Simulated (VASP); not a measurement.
# Sn (C2/c) in VASP: single point with PBE

Aim: the single point of Sn with PBE.

All numbers are computed with VASP 6.6.1; they aren't measurements. Logs are shortened: lines on timing, memory, paths and dates and some standing lists are left out, and cuts for length are marked.

### Step 1. The cell of the first run

It takes space group C2/c (No. 15, monoclinic). The conventional cell has a = 3.182 Å, b = 8.165 Å, c = 4.417 Å, α = 90.00°, β = 109.49°, γ = 90.00°. Sn (site symmetry 2) has 10 Sn at 3.01 to 3.80 Å within 4.0 Å.

### Step 2. Single point, PBE (equal xy, yz and zx shear strains of +2 %)

INCAR

```
SYSTEM = Sn
ALGO = Normal
EDIFF = 1E-7
ENCUT = 520
GGA = PE
ISIF = 2
ISMEAR = -1
LASPH = .TRUE.
LCHARG = .FALSE.
LREAL = .FALSE.
LWAVE = .FALSE.
NBANDS = 21
NELM = 80
PREC = Accurate
SIGMA = 0.05
```

KPOINTS

```
k-points
0
G
  15 15 15
  0 0 0
```

POSCAR

```
Sn
1.0
   -2.8707850000      2.9025980000      1.5906500000
    2.9025980000     -2.8707850000      1.5906500000
    2.9291020000      2.9291020000     -1.5323330000
Sn
2
Direct
    0.0000000000      0.0000000000      0.0000000000
    0.7500000000      0.2500000000      0.5000000000
```

Potentials or basis: VASP PAW PBE potentials, release 64 (Sn_d).

Launch:

```console
> cat potpaw_PBE.64/Sn_d/POTCAR > POTCAR
> mpirun -np 1 vasp_std > vasp.out
```

OUTCAR:

```text
SYSTEM = Sn
   EDIFF = 1E-7
   ENCUT = 520
   GGA = PE
   ISIF = 2
   ISMEAR = -1
   LASPH = .TRUE.
   LREAL = .FALSE.
   NELM = 80
   PREC = Accurate

 ion  position               nearest neighbor table
   1  0.000  0.000  0.000-   2 3.01   2 3.01   2 3.04   2 3.04   2 3.73   2 3.73
   2  0.750  0.250  0.500-   1 3.01   1 3.01   1 3.04   1 3.04   1 3.73   1 3.73

  LATTYP: Found a base centered monoclinic cell.
 ALAT       =     3.1816181141
 B/A-ratio  =     2.5662402735
 C/A-ratio  =     1.3881959402
 COS(beta)  =    -0.3336428754

  Lattice vectors:

 A1 = (  -2.8707850000,   2.9025980000,   1.5906500000)
 A2 = (   2.9025980000,  -2.8707850000,   1.5906500000)
 A3 = (   2.9291020000,   2.9291020000,  -1.5323330000)

Analysis of symmetry for initial positions (statically):
=====================================================================
 Subroutine PRICEL returns:
 Original cell was already a primitive cell.

 Routine SETGRP: Setting up the symmetry group for a
 base centered monoclinic supercell.

 Subroutine GETGRP returns: Found  4 space group operations
 (whereof  2 operations were pure point group operations)
 out of a pool of  4 trial point group operations.

The static configuration has the point symmetry C_2 .
 The point group associated with its full space group is C_2h.

Analysis of symmetry for dynamics (positions and initial velocities):
=====================================================================
 Subroutine PRICEL returns:
 Original cell was already a primitive cell.

 Routine SETGRP: Setting up the symmetry group for a
 base centered monoclinic supercell.

 Subroutine GETGRP returns: Found  4 space group operations
 (whereof  2 operations were pure point group operations)
 out of a pool of  4 trial point group operations.

The dynamic configuration has the point symmetry C_2 .
 The point group associated with its full space group is C_2h.

 Subroutine INISYM returns: Found  4 space group operations
 (whereof  2 operations are pure point group operations),
 and found     1 'primitive' translations

----------------------------------------------------------------------------------------

                                     Primitive cell

  volume of cell :      54.0799

  direct lattice vectors                    reciprocal lattice vectors
    -2.870785000  2.902598000  1.590650000    -0.004810987  0.168397684  0.312701039
     2.902598000 -2.870785000  1.590650000     0.168397684 -0.004810987  0.312701039
     2.929102000  2.929102000 -1.532333000     0.169812423  0.169812423 -0.003396248

  length of vectors
     4.381398075  4.381398075  4.416709349     0.355194124  0.355194124  0.240175046

  position of ions in fractional coordinates (direct lattice)
     0.000000000  0.000000000  0.000000000
     0.750000000  0.250000000  0.500000000

  ion indices of the primitive-cell ions
   primitive index   ion index
                 1           1
                 2           2

----------------------------------------------------------------------------------------

 KPOINTS: k-points

Automatic generation of k-mesh.
 Grid dimensions read from file:
 generate k-points for:   15   15   15

 Generating k-lattice:

  Cartesian coordinates                     Fractional coordinates (reciprocal lattice)
    -0.000320732  0.011226512  0.020846736     0.066666667  0.000000000 -0.000000000
     0.011226512 -0.000320732  0.020846736     0.000000000  0.066666667 -0.000000000
     0.011320828  0.011320828 -0.000226417    -0.000000000 -0.000000000  0.066666667

  Length of vectors
     0.023679608  0.023679608  0.016011670

  Shift w.r.t. Gamma in fractional coordinates (k-lattice)
     0.000000000  0.000000000  0.000000000

 Subroutine IBZKPT returns following result:
 ===========================================

 Found    904 irreducible k-points:

 Following reciprocal coordinates:
            Coordinates               Weight
  0.000000  0.000000  0.000000      1.000000
  0.066667  0.000000 -0.000000      4.000000
  0.133333  0.000000 -0.000000      4.000000
  0.200000  0.000000 -0.000000      4.000000
  0.266667  0.000000 -0.000000      4.000000
  0.333333  0.000000 -0.000000      4.000000
[... 16 lines left out ...]
  0.133333  0.133333 -0.000000      2.000000
  0.200000  0.133333 -0.000000      4.000000
 [... further k-points ...]
   k-points           NKPTS =    904   k-points in BZ     NKDIM =    904   number of bands    NBANDS=     21
   number of dos      NEDOS =    301   number of ions     NIONS =      2
   total plane-waves  NPLWV =  46656
   dimension x,y,z NGX =    36 NGY =   36 NGZ =   36
   dimension x,y,z NGXF=    72 NGYF=   72 NGZF=   72
   ions per type =               2
   NGX,Y,Z   is equivalent  to a cutoff of  13.66, 13.66, 13.55 a.u.
   NGXF,Y,Z  is equivalent  to a cutoff of  27.32, 27.32, 27.10 a.u.
 SYSTEM =  Sn
   PREC   = accura    normal or accurate (medium, high low for compatibility)
   ISTART =      0    job   : 0-new  1-cont  2-samecut
   ICHARG =      2    charge: 1-file 2-atom 10-const
   ISPIN  =      1    spin polarized calculation?
   LNONCOLLINEAR =      F non collinear calculations
   LSORBIT =      F    spin-orbit coupling
   LASPH  =      T    aspherical Exc in radial PAW
   ENCUT  =  520.0 eV  38.22 Ry    6.18 a.u.   8.15  8.15  8.21*2*pi/ulx,y,z
   NELM   =     80;   NELMIN=  2; NELMDL= -5     # of ELM steps
   EDIFF  = 0.1E-06   stopping-criterion for ELM
   LREAL  =      F    real-space projection
   EDIFFG = 0.1E-05   stopping-criterion for IOM
   NSW    =      0    number of steps for IOM
   IBRION =     -1    ionic relax: 0-MD 1-quasi-New 2-CG
   NFREE  =      0    steps in history (QN), initial steepest desc. (CG)
   ISIF   =      2    stress and relaxation
   ISYM   =      2    0-nonsym 1-usesym 2-fastsym
   POTIM  = 0.5000    time-step for ionic-motion
   TEBEG  =    0.0;   TEEND  =   0.0 temperature during run
   PSTRESS=    0.0 pullay stress
   NELECT =      28.0000    total number of electrons
   NUPDOWN=      -1.0000    fix difference up-down
   EMIN   =  10.00;   EMAX   =-10.00  energy-range for DOS
   EFERMI =   0.00;   METHOD = LEGACY
   ISMEAR =    -1;   SIGMA  =   0.05  broadening in eV -4-tet -1-fermi 0-gaus
   EFERMI_NEDOS =   21; number of points for ismear=-14 and -15
   IALGO  =     38    algorithm
   IMIX   =      4    mixing-type and parameters
     AMIX     =   0.40;   BMIX     =  1.00
     AMIX_MAG =   1.60;   BMIX_MAG =  1.00
  volume/ion in A,a.u.               =      27.04       182.47
  Fermi-wavevector in a.u.,A,eV,Ry     =   1.314566  2.484169 23.512000  1.728083
  Thomas-Fermi vector in A             =   2.444810
   LORBIT       =      0    0 simple, 1 ext, 2 COOP (PROOUT), +10 PAW based schemes
   GGA     = PE    functional components
   LHFCALC =     F    Hartree Fock is set to
   AEXX    =    0.0000 exact exchange contribution
   IVDW    =     0    specifies the selected vdW correction
   LEPSILON=     F    determine dielectric tensor
   LRPA    =     F    only Hartree local field effects (RPA)
 non-spin polarized calculation
  energy-cutoff  :      520.00
  volume of cell :       54.08
 maximum number of plane-waves:      1476
 NGX is ok and might be reduce to    36
   NGX = 17   NGY = 17   NGZ = 17

 number of electron      28.0000000 magnetization

 Free energy of the ion-electron system (eV)
  ---------------------------------------------------
  ext. energy  EPLUGINS =         0.00000000
  ---------------------------------------------------
  free energy    TOTEN  =        -7.58626027 eV

  energy without entropy =       -7.57848426  energy(sigma->0) =       -7.58237227

 E-fermi :   8.0223     XC(G=0): -10.3224

 val. band max:        8.0193232485   @ k =   0.4667   0.2667   0.2000
 cond. band min:       8.0244762691   @ k =   0.1333   0.0667   0.3333
 fundamental gap:      0.0051530206
 Fermi energy:         8.0223112032

 k-point     1 :       0.0000    0.0000    0.0000
  band No.  band energies     occupation
      1     -13.6428      2.00000
      2     -13.5578      2.00000
      3     -13.5156      2.00000
      4     -13.5020      2.00000
      5     -13.3536      2.00000
      6     -13.3523      2.00000
[... 13 lines left out ...]
     20      17.9053      0.00000
     21      18.5297      0.00000

 k-point     2 :       0.0667    0.0000   -0.0000
  band No.  band energies     occupation
      1     -13.6401      2.00000
      2     -13.5489      2.00000
      3     -13.5124      2.00000
      4     -13.4917      2.00000
      5     -13.3597      2.00000
      6     -13.3574      2.00000
[... 13 lines left out ...]
     20      17.6994      0.00000
     21      17.8558      0.00000

 k-point     3 :       0.1333    0.0000   -0.0000
  band No.  band energies     occupation
      1     -13.6319      2.00000
      2     -13.5245      2.00000
      3     -13.5034      2.00000
      4     -13.4647      2.00000
      5     -13.3749      2.00000
      6     -13.3646      2.00000
[... 13 lines left out ...]
     20      16.7615      0.00000
     21      16.7702      0.00000

 k-point     4 :       0.2000    0.0000   -0.0000
  band No.  band energies     occupation
      1     -13.6193      2.00000
      2     -13.4927      2.00000
      3     -13.4903      2.00000
      4     -13.4367      2.00000
      5     -13.3942      2.00000
      6     -13.3638      2.00000
[... 13 lines left out ...]
     20      15.9237      0.00000
     21      16.4601      0.00000

 k-point     5 :       0.2667    0.0000   -0.0000
  band No.  band energies     occupation
      1     -13.6045      2.00000
      2     -13.4767      2.00000
      3     -13.4669      2.00000
      4     -13.4328      2.00000
      5     -13.4124      2.00000
      6     -13.3716      2.00000
[... 13 lines left out ...]
     20      15.2864      0.00000
     21      16.8011      0.00000
[... 382 lines left out ...]
     20      17.7634      0.00000
     21      18.0377      0.00000

 k-point    22 :      -0.0667    0.0667    0.0000
  band No.  band energies     occupation
      1     -13.6391      2.00000
      2     -13.5586      2.00000
      3     -13.5127      2.00000
      4     -13.5041      2.00000
      5     -13.3555      2.00000
      6     -13.3505      2.00000
[... 13 lines left out ...]
     20      18.1829      0.00000
     21      18.3670      0.00000

 k-point    23 :       0.1333    0.1333   -0.0000
  band No.  band energies     occupation
      1     -13.6146      2.00000
      2     -13.4836      2.00000
      3     -13.4636      2.00000
      4     -13.4131      2.00000
      5     -13.3961      2.00000
      6     -13.3884      2.00000
[... 13 lines left out ...]
     20      15.5741      0.00000
     21      15.9185      0.00000

 k-point    24 :       0.2000    0.1333   -0.0000
  band No.  band energies     occupation
      1     -13.6032      2.00000
      2     -13.4714      2.00000
      3     -13.4628      2.00000
      4     -13.4166      2.00000
      5     -13.4116      2.00000
      6     -13.3973      2.00000
[... 13 lines left out ...]
     20      15.3426      0.00000
     21      16.2894      0.00000

 [... further k-points ...]
[... 5 lines left out ...]
  --------------------------------------------------------------------------------------
  -------------------------------------------------------------------------------------
  Total        1.0004906      1.0004906      0.6693563     -0.1598703     -0.1871228     -0.1871228
  in kB       29.6406715     29.6406715     19.8304433     -4.7363410     -5.5437246     -5.5437245
  external PRESSURE =      26.3705954 kB  Pullay stress =       0.0000000 kB

 VOLUME and BASIS-vectors are now :
 -----------------------------------------------------------------------------
  energy-cutoff  :      520.00
  volume of cell :       54.08
      direct lattice vectors                 reciprocal lattice vectors
    -2.870785000  2.902598000  1.590650000    -0.004810987  0.168397684  0.312701039
     2.902598000 -2.870785000  1.590650000     0.168397684 -0.004810987  0.312701039
     2.929102000  2.929102000 -1.532333000     0.169812423  0.169812423 -0.003396248

 POSITION                                       TOTAL-FORCE (eV/Angst)
 -----------------------------------------------------------------------------------
      0.00000      0.00000      0.00000        -0.045428      0.045428      0.000000
      0.03711      2.92380      0.82448         0.045428     -0.045428     -0.000000
 -----------------------------------------------------------------------------------
    total drift:                               -0.000000      0.000000     -0.000000

  FREE ENERGIE OF THE ION-ELECTRON SYSTEM (eV)
  ---------------------------------------------------
  free  energy   TOTEN  =        -7.5862602747 eV

  energy  without entropy=       -7.5784842631  energy(sigma->0) =       -7.58237227
```

Wall time 6.2 min (1 thread of Intel Xeon 6975P-C (Granite Rapids), shared host); peak memory 0.84 GiB.

Results:

* Free energy: -7.5863 eV
* Pressure: 2.6 GPa
* Largest force: 0.064 eV/Å
* Band gap on the k mesh: zero (bands 14 and 15 overlap by 4.40 eV)

Forces in eV/Å, atoms in the order of the input:
```
Sn  -0.045  0.045  0.000
Sn   0.045 -0.045  0.000
```

Caveat: the cell differs from its parent crystal (equal xy, yz and zx shear strains of +2 %); spin-orbit coupling is left out, which moves the levels of the heavy elements.
